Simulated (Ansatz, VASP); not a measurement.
# Rh: VASP beside Ansatz

```
Rh
1.0
     2.75182    0.00000    0.00000
    -1.37591    2.38315    0.00000
     0.00000    0.00000    4.42850
Rh
2
Direct
  0.66667 0.33333 0.75000
  0.33333 0.66667 0.25000
```

Alike in both runs: task single point; functional PBE; k mesh 21 × 21 × 12; occupations gaussian, width 0.15 eV; no spin polarisation.

|  | VASP | Ansatz |
| --- | --- | --- |
| version | VASP 6.6.1 | Ansatz 0.2.0 |
| potentials or method | VASP PAW PBE potentials, release 64 (Rh_pv), cutoff 520 eV | scalar-relativistic, plane waves, PAW |
| valence electrons in the cell | 30 | 34 |

Ansatz gave:

| Property | Result |
| --- | --- |
| gap on the k mesh at the Fermi level (eV) | none |
| pressure (GPa) | -6.8 |
| traceless stress, the component that is largest in VASP (GPa) | 0.17 |

Task: Which values does VASP return?

Result: gap on the k mesh at the Fermi level (eV): none; pressure (GPa): -6.8; traceless stress, the component that is largest in VASP (GPa): 0.18.

A gap of «none» marks a metal or a gap that the smearing closes. VASP's potentials hold 30 valence electrons a cell and Ansatz's 34, so a difference there can come from the potentials and not from the codes.
